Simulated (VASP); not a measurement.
# InP (F-43m) in VASP: a series of runs

The runs below take InP through electric field gradients, with PBE.

Program: VASP 6.6.1. These are calculated values, not measurements. Logs are shortened: lines on timing, memory, paths and dates and some standing lists are left out, and cuts for length are marked.

### Step 1. The cell of the first run

It takes space group F-43m (No. 216, cubic). Conventional cell: a = 5.861 Å, b = 5.861 Å, c = 5.861 Å, α = 90.00°, β = 90.00°, γ = 90.00°. Within 3.3 Å of In (site symmetry -43m) lie 4 P at 2.54 Å. Within 3.3 Å of P (site symmetry -43m) lie 4 In at 2.54 Å.

### Step 2. Electric field gradients, PBE

INCAR

```
PREC = Accurate
ENCUT = 520
EDIFF = 1E-8
ISMEAR = -1
SIGMA = 0.03
LREAL = False
LASPH = True
NELM = 80
ALGO = Normal
ISIF = 2
LWAVE = False
LCHARG = False
GGA = PE
LEFG = True
NBANDS = 16
```

KPOINTS

```
regular mesh
0
Gamma
  11 11 11
```

POSCAR

```
InP
1.0
    0.0000000000      2.9305000000      2.9305000000
    2.9305000000      0.0000000000      2.9305000000
    2.9305000000      2.9305000000      0.0000000000
In P
1 1
Direct
    0.0000000000      0.0000000000      0.0000000000
    0.7500000000      0.7500000000      0.7500000000
```

Potentials or basis: VASP PAW PBE potentials, release 64 (In_d, P).

On the command line:

```sh
cat potpaw_PBE.64/In_d/POTCAR potpaw_PBE.64/P/POTCAR > POTCAR
mpirun -np 1 vasp_std > vasp.out
```

OUTCAR:

```text
PREC = Accurate
   ENCUT = 520
   EDIFF = 1E-8
   ISMEAR = -1
   LREAL = False
   LASPH = True
   NELM = 80
   ISIF = 2
   GGA = PE

 ion  position               nearest neighbor table
   1  0.000  0.000  0.000-   2 2.54   2 2.54   2 2.54   2 2.54
   2  0.750  0.750  0.750-   1 2.54   1 2.54   1 2.54   1 2.54

  LATTYP: Found a face centered cubic cell.
 ALAT       =     5.8610000000

  Lattice vectors:

 A1 = (   0.0000000000,   2.9305000000,   2.9305000000)
 A2 = (   2.9305000000,   0.0000000000,   2.9305000000)
 A3 = (   2.9305000000,   2.9305000000,   0.0000000000)

Analysis of symmetry for initial positions (statically):
=====================================================================
 Subroutine PRICEL returns:
 Original cell was already a primitive cell.

 Routine SETGRP: Setting up the symmetry group for a
 face centered cubic supercell.

 Subroutine GETGRP returns: Found 24 space group operations
 (whereof 24 operations were pure point group operations)
 out of a pool of 48 trial point group operations.

The static configuration has the point symmetry T_d .

Analysis of symmetry for dynamics (positions and initial velocities):
=====================================================================
 Subroutine PRICEL returns:
 Original cell was already a primitive cell.

 Routine SETGRP: Setting up the symmetry group for a
 face centered cubic supercell.

 Subroutine GETGRP returns: Found 24 space group operations
 (whereof 24 operations were pure point group operations)
 out of a pool of 48 trial point group operations.

The dynamic configuration has the point symmetry T_d .

 Subroutine INISYM returns: Found 24 space group operations
 (whereof 24 operations are pure point group operations),
 and found     1 'primitive' translations

----------------------------------------------------------------------------------------

                                     Primitive cell

  volume of cell :      50.3333

  direct lattice vectors                    reciprocal lattice vectors
     0.000000000  2.930500000  2.930500000    -0.170619348  0.170619348  0.170619348
     2.930500000  0.000000000  2.930500000     0.170619348 -0.170619348  0.170619348
     2.930500000  2.930500000  0.000000000     0.170619348  0.170619348 -0.170619348

  length of vectors
     4.144352845  4.144352845  4.144352845     0.295521380  0.295521380  0.295521380

  position of ions in fractional coordinates (direct lattice)
     0.000000000  0.000000000  0.000000000
     0.750000000  0.750000000  0.750000000

  ion indices of the primitive-cell ions
   primitive index   ion index
                 1           1
                 2           2

----------------------------------------------------------------------------------------

 KPOINTS: regular mesh

Automatic generation of k-mesh.
 Grid dimensions read from file:
 generate k-points for:   11   11   11

 Generating k-lattice:

  Cartesian coordinates                     Fractional coordinates (reciprocal lattice)
    -0.015510850  0.015510850  0.015510850     0.090909091  0.000000000  0.000000000
     0.015510850 -0.015510850  0.015510850     0.000000000  0.090909091  0.000000000
     0.015510850  0.015510850 -0.015510850     0.000000000  0.000000000  0.090909091

  Length of vectors
     0.026865580  0.026865580  0.026865580

  Shift w.r.t. Gamma in fractional coordinates (k-lattice)
     0.000000000  0.000000000  0.000000000

 Subroutine IBZKPT returns following result:
 ===========================================

 Found     56 irreducible k-points:

 Following reciprocal coordinates:
            Coordinates               Weight
  0.000000  0.000000  0.000000      1.000000
  0.090909  0.000000  0.000000      8.000000
  0.181818  0.000000  0.000000      8.000000
  0.272727  0.000000  0.000000      8.000000
  0.363636  0.000000  0.000000      8.000000
  0.454545  0.000000  0.000000      8.000000
[... 16 lines left out ...]
 -0.272727  0.181818  0.000000     24.000000
 -0.181818  0.181818  0.000000     12.000000
 [... further k-points ...]
   k-points           NKPTS =     56   k-points in BZ     NKDIM =     56   number of bands    NBANDS=     16
   number of dos      NEDOS =    301   number of ions     NIONS =      2
   total plane-waves  NPLWV =  32768
   dimension x,y,z NGX =    32 NGY =   32 NGZ =   32
   dimension x,y,z NGXF=    64 NGYF=   64 NGZF=   64
   ions per type =               1   1
   NGX,Y,Z   is equivalent  to a cutoff of  12.84, 12.84, 12.84 a.u.
   NGXF,Y,Z  is equivalent  to a cutoff of  25.67, 25.67, 25.67 a.u.
 SYSTEM =  unknown system
   PREC   = accura    normal or accurate (medium, high low for compatibility)
   ISTART =      0    job   : 0-new  1-cont  2-samecut
   ICHARG =      2    charge: 1-file 2-atom 10-const
   ISPIN  =      1    spin polarized calculation?
   LNONCOLLINEAR =      F non collinear calculations
   LSORBIT =      F    spin-orbit coupling
   LASPH  =      T    aspherical Exc in radial PAW
   ENCUT  =  520.0 eV  38.22 Ry    6.18 a.u.   7.71  7.71  7.71*2*pi/ulx,y,z
   NELM   =     80;   NELMIN=  2; NELMDL= -5     # of ELM steps
   EDIFF  = 0.1E-07   stopping-criterion for ELM
   LREAL  =      F    real-space projection
   EDIFFG = 0.1E-06   stopping-criterion for IOM
   NSW    =      0    number of steps for IOM
   IBRION =     -1    ionic relax: 0-MD 1-quasi-New 2-CG
   NFREE  =      0    steps in history (QN), initial steepest desc. (CG)
   ISIF   =      2    stress and relaxation
   ISYM   =      2    0-nonsym 1-usesym 2-fastsym
   POTIM  = 0.5000    time-step for ionic-motion
   TEBEG  =    0.0;   TEEND  =   0.0 temperature during run
   PSTRESS=    0.0 pullay stress
   NELECT =      18.0000    total number of electrons
   NUPDOWN=      -1.0000    fix difference up-down
   EMIN   =  10.00;   EMAX   =-10.00  energy-range for DOS
   EFERMI =   0.00;   METHOD = LEGACY
   ISMEAR =    -1;   SIGMA  =   0.03  broadening in eV -4-tet -1-fermi 0-gaus
   EFERMI_NEDOS =   21; number of points for ismear=-14 and -15
   IALGO  =     38    algorithm
   IMIX   =      4    mixing-type and parameters
     AMIX     =   0.40;   BMIX     =  1.00
     AMIX_MAG =   1.60;   BMIX_MAG =  1.00
  volume/ion in A,a.u.               =      25.17       169.83
  Fermi-wavevector in a.u.,A,eV,Ry     =   1.162021  2.195901 18.371846  1.350293
  Thomas-Fermi vector in A             =   2.298587
   LORBIT       =      0    0 simple, 1 ext, 2 COOP (PROOUT), +10 PAW based schemes
   GGA     = PE    functional components
   LHFCALC =     F    Hartree Fock is set to
   AEXX    =    0.0000 exact exchange contribution
   IVDW    =     0    specifies the selected vdW correction
   LEPSILON=     F    determine dielectric tensor
   LRPA    =     F    only Hartree local field effects (RPA)
 non-spin polarized calculation
  energy-cutoff  :      520.00
  volume of cell :       50.33
 maximum number of plane-waves:      1375
   NGX = 15   NGY = 15   NGZ = 15

 number of electron      18.0000005 magnetization

 Free energy of the ion-electron system (eV)
  ---------------------------------------------------
  ext. energy  EPLUGINS =         0.00000000
  ---------------------------------------------------
  free energy    TOTEN  =        -8.38271563 eV

  energy without entropy =       -8.38271561  energy(sigma->0) =       -8.38271562

 E-fermi :   5.5640     XC(G=0):  -9.2832

 val. band max:        5.1879789557   @ k =   0.0000   0.0000   0.0000
 cond. band min:       5.9005330142   @ k =   0.0000   0.0000   0.0000
 fundamental gap:      0.7125540585
 Fermi energy:         5.5639856439

 k-point     1 :       0.0000    0.0000    0.0000
  band No.  band energies     occupation
      1      -8.9965      2.00000
      2      -8.9965      2.00000
      3      -8.9965      2.00000
      4      -8.8443      2.00000
      5      -8.8443      2.00000
      6      -6.3292      2.00000
[... 8 lines left out ...]
     15      14.6379      0.00000
     16      14.6379      0.00000

 k-point     2 :       0.0909    0.0000    0.0000
  band No.  band energies     occupation
      1      -9.0069      2.00000
      2      -8.9924      2.00000
      3      -8.9924      2.00000
      4      -8.8444      2.00000
      5      -8.8444      2.00000
      6      -6.2340      2.00000
[... 8 lines left out ...]
     15      14.2096      0.00000
     16      14.2527      0.00000
[... 387 lines left out ...]
      5      -8.8363      2.00000
      6      -4.9402      2.00000
[... 8 lines left out ...]
     15      15.7259      0.00000
     16      16.4248      0.00000

 k-point    24 :      -0.1818    0.1818    0.0000
  band No.  band energies     occupation
      1      -9.0777      2.00000
      2      -8.9649      2.00000
      3      -8.9607      2.00000
      4      -8.8495      2.00000
      5      -8.8362      2.00000
      6      -5.3947      2.00000
[... 8 lines left out ...]
     15      14.9928      0.00000
     16      16.3458      0.00000

 [... further k-points ...]
[... 5 lines left out ...]
  --------------------------------------------------------------------------------------
  -------------------------------------------------------------------------------------
  Total        1.0333146      1.0333146      1.0333146      0.0000000      0.0000000      0.0000000
  in kB       32.8918259     32.8918259     32.8918259      0.0000000      0.0000000      0.0000000
  external PRESSURE =      32.8918259 kB  Pullay stress =       0.0000000 kB

 VOLUME and BASIS-vectors are now :
 -----------------------------------------------------------------------------
  energy-cutoff  :      520.00
  volume of cell :       50.33
      direct lattice vectors                 reciprocal lattice vectors
     0.000000000  2.930500000  2.930500000    -0.170619348  0.170619348  0.170619348
     2.930500000  0.000000000  2.930500000     0.170619348 -0.170619348  0.170619348
     2.930500000  2.930500000  0.000000000     0.170619348  0.170619348 -0.170619348

 POSITION                                       TOTAL-FORCE (eV/Angst)
 -----------------------------------------------------------------------------------
      0.00000      0.00000      0.00000         0.000000      0.000000      0.000000
      4.39575      4.39575      4.39575        -0.000000     -0.000000     -0.000000
 -----------------------------------------------------------------------------------
    total drift:                                0.000000      0.000000      0.000000

  FREE ENERGIE OF THE ION-ELECTRON SYSTEM (eV)
  ---------------------------------------------------
  free  energy   TOTEN  =        -8.3827156308 eV

  energy  without entropy=       -8.3827156148  energy(sigma->0) =       -8.38271562

 Electric field gradients (V/A^2)
---------------------------------------------------------------------
 ion       V_xx      V_yy      V_zz      V_xy      V_xz      V_yz
---------------------------------------------------------------------
   1       0.000     0.000    -0.000     0.002     0.002     0.002
   2       0.000     0.000    -0.000    -0.000    -0.000    -0.000
---------------------------------------------------------------------

 Electric field gradients after diagonalization (V/A^2)
 (convention: |V_zz| > |V_xx| > |V_yy|)
----------------------------------------------------------------------
 ion       V_xx      V_yy      V_zz     asymmetry (V_yy - V_xx)/ V_zz
----------------------------------------------------------------------
   1      -0.002    -0.002     0.005       0.000
   2       0.000     0.000    -0.001       0.000
----------------------------------------------------------------------

           NMR quadrupolar parameters

 Cq : quadrupolar parameter    Cq=e*Q*V_zz/h
 eta: asymmetry parameters     (V_yy - V_xx)/ V_zz
 Q  : nuclear electric quadrupole moment in mb (millibarn)
----------------------------------------------------------------------
 ion       Cq(MHz)       eta       Q (mb)
----------------------------------------------------------------------
   1       0.000       0.000       1.000
   2      -0.000       0.000       1.000
----------------------------------------------------------------------
```

It took 44 s on 1 thread of Intel Xeon Platinum 8259CL at 2.50GHz (Skylake/Cascade Lake), shared host; peak memory 0.2 GiB.

Results:

```
Free energy            : -8.3827 eV
Pressure               : 3.3 GPa
Band gap on the k mesh : 0.71 eV, direct
```

Caveat: without QUAD_EFG the Cq values of the log hold for a quadrupole moment of 1 mb, not for the nuclei; spin-orbit coupling is left out, which moves the levels of the heavy elements.

### Step 3. Electric field gradients, PBE (volume scaled by 1.025)

INCAR

```
PREC = Accurate
ENCUT = 520
EDIFF = 1E-8
ISMEAR = -1
SIGMA = 0.03
LREAL = F
LASPH = T
NELM = 80
ALGO = Normal
ISIF = 2
LWAVE = F
LCHARG = F
GGA = PE
LEFG = T
NBANDS = 16
```

KPOINTS

```
Automatic mesh
0
Gamma
  11 11 11
```

POSCAR

```
InP
1.0
    0.0000000000      2.9547201066      2.9547201066
    2.9547201066      0.0000000000      2.9547201066
    2.9547201066      2.9547201066      0.0000000000
In P
1 1
Direct
    0.0000000000      0.0000000000      0.0000000000
    0.7500000000      0.7500000000      0.7500000000
```

Potentials or basis: VASP PAW PBE potentials, release 64 (In_d, P).

On the command line:

```sh
cat potpaw_PBE.64/In_d/POTCAR potpaw_PBE.64/P/POTCAR > POTCAR
mpirun -np 1 vasp_std > vasp.out
```

OUTCAR:

```text
PREC = Accurate
   ENCUT = 520
   EDIFF = 1E-8
   ISMEAR = -1
   LREAL = F
   LASPH = T
   NELM = 80
   ISIF = 2
   GGA = PE

 ion  position               nearest neighbor table
   1  0.000  0.000  0.000-   2 2.56   2 2.56   2 2.56   2 2.56
   2  0.750  0.750  0.750-   1 2.56   1 2.56   1 2.56   1 2.56

  LATTYP: Found a face centered cubic cell.
 ALAT       =     5.9094402132

  Lattice vectors:

 A1 = (   0.0000000000,   2.9547201066,   2.9547201066)
 A2 = (   2.9547201066,   0.0000000000,   2.9547201066)
 A3 = (   2.9547201066,   2.9547201066,   0.0000000000)

[... 666 lines left out ...]
  free  energy   TOTEN  =        -8.4018856849 eV

  energy  without entropy=       -8.4018855567  energy(sigma->0) =       -8.40188562

 Electric field gradients (V/A^2)
---------------------------------------------------------------------
 ion       V_xx      V_yy      V_zz      V_xy      V_xz      V_yz
---------------------------------------------------------------------
   1       0.000     0.000    -0.000     0.002     0.002     0.002
   2      -0.000     0.000     0.000    -0.000    -0.000    -0.000
---------------------------------------------------------------------

 Electric field gradients after diagonalization (V/A^2)
 (convention: |V_zz| > |V_xx| > |V_yy|)
----------------------------------------------------------------------
 ion       V_xx      V_yy      V_zz     asymmetry (V_yy - V_xx)/ V_zz
----------------------------------------------------------------------
   1      -0.002    -0.002     0.004       0.000
   2       0.000     0.000    -0.001       0.000
----------------------------------------------------------------------

           NMR quadrupolar parameters

 Cq : quadrupolar parameter    Cq=e*Q*V_zz/h
 eta: asymmetry parameters     (V_yy - V_xx)/ V_zz
 Q  : nuclear electric quadrupole moment in mb (millibarn)
----------------------------------------------------------------------
 ion       Cq(MHz)       eta       Q (mb)
----------------------------------------------------------------------
   1       0.000       0.000       1.000
   2      -0.000       0.000       1.000
----------------------------------------------------------------------
```

OSZICAR:

```text
N       E                     dE             d eps       ncg     rms          rms(c)
DAV:   1     0.111106677450E+03    0.11111E+03   -0.84193E+03  1808   0.125E+03
DAV:   2    -0.152708698330E+01   -0.11263E+03   -0.10758E+03  1968   0.294E+02
DAV:   3    -0.862005519026E+01   -0.70930E+01   -0.70573E+01  2392   0.729E+01
DAV:   4    -0.880360780865E+01   -0.18355E+00   -0.18348E+00  2232   0.129E+01
DAV:   5    -0.881270809771E+01   -0.91003E-02   -0.91000E-02  2776   0.240E+00    0.548E+00
DAV:   6    -0.842716347643E+01    0.38554E+00   -0.61957E-01  2880   0.126E+01    0.329E+00
DAV:   7    -0.840054666232E+01    0.26617E-01   -0.15354E-01  2616   0.303E+00    0.124E+00
DAV:   8    -0.840102975742E+01   -0.48310E-03   -0.14737E-02  2224   0.142E+00    0.302E-01
DAV:   9    -0.840166153200E+01   -0.63177E-03   -0.12948E-03  2248   0.391E-01    0.152E-01
DAV:  10    -0.840180868739E+01   -0.14716E-03   -0.23042E-04  2720   0.187E-01    0.100E-01
DAV:  11    -0.840188545531E+01   -0.76768E-04   -0.11330E-04  2128   0.884E-02    0.405E-02
DAV:  12    -0.840188506112E+01    0.39419E-06   -0.75747E-06  2224   0.291E-02    0.116E-02
DAV:  13    -0.840188546511E+01   -0.40399E-06   -0.14009E-06  2264   0.592E-03    0.945E-03
DAV:  14    -0.840188565535E+01   -0.19024E-06   -0.22914E-07  2328   0.461E-03    0.181E-03
DAV:  15    -0.840188567572E+01   -0.20367E-07   -0.10714E-08  1960   0.790E-04    0.134E-03
DAV:  16    -0.840188568486E+01   -0.91388E-08   -0.38542E-09  1800   0.654E-04
   1 F= -.84018857E+01 E0= -.84018856E+01  d E =-.128121E-06
```

stdout:

```text
POSCAR found type information on POSCAR InP
 POSCAR found :  2 types and       2 ions
 scaLAPACK will be used
 LDA part: xc-table for (Slater+PW92), standard interpolation
 POSCAR, INCAR and KPOINTS ok, starting setup
 FFT: planning ... GRIDC
 FFT: planning ... GRID_SOFT
 FFT: planning ... GRID
 WAVECAR not read
 entering main loop
ion   1

ion   2
```

It took 50 s on 1 thread of Intel Xeon Platinum 8259CL at 2.50GHz (Skylake/Cascade Lake), shared host; peak memory 0.2 GiB.

Results:

| Quantity | Value |
| --- | --- |
| Free energy | -8.4019 eV |
| Pressure | 1.5 GPa |
| Band gap on the k mesh | 0.58 eV, direct |

Caveat: without QUAD_EFG the Cq values of the log hold for a quadrupole moment of 1 mb, not for the nuclei; spin-orbit coupling is left out, which moves the levels of the heavy elements.
